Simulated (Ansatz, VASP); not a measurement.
## One calculation of Be2ZnTe2O, two programs

```
Be Zn Te O
1.0
    -2.37458    2.37458    5.50063
     2.37458   -2.37458    5.50063
     2.37458    2.37458   -5.50063
Be Zn Te O
2 1 2 1
Direct
  0.13029 0.13029 0.00000
  0.86971 0.86971 0.00000
  0.50000 0.50000 0.00000
  0.25000 0.75000 0.50000
  0.75000 0.25000 0.50000
  0.00000 0.00000 0.00000
```

Change from the starting cell: species swapped into the CeB2Rh2C type (I4/mmm, No. 139).

Alike in both runs: functional PBE; k mesh 6 × 6 × 6; occupations gaussian, width 0.1 eV; no spin polarisation.

Ansatz relaxed the structure, and its values are those at the end. VASP's run is a single point on that final structure, the one shown.

|  | VASP | Ansatz |
| --- | --- | --- |
| version | VASP 6.6.1 | Ansatz 0.2.0 |
| potentials or method | VASP PAW PBE potentials, release 64 (Be, Zn, Te, O), cutoff 520 eV | scalar-relativistic, plane waves, PAW |
| valence electrons in the cell | 34 | 54 |

|  | VASP | Ansatz | Ansatz less VASP |
| --- | --- | --- | --- |
| gap on the k mesh at the Fermi level (eV) | none | none | - |
| pressure (GPa) | 0.0 | 0.0 | +0.06 |
| rms of the force components (eV/Å) | 0.011 | 0.002 | -0.0094 |

A gap of «none» marks a metal or a gap that the smearing closes. VASP's potentials hold 34 valence electrons a cell and Ansatz's 54, so a difference there can come from the potentials and not from the codes.

Spin-orbit coupling is off throughout.
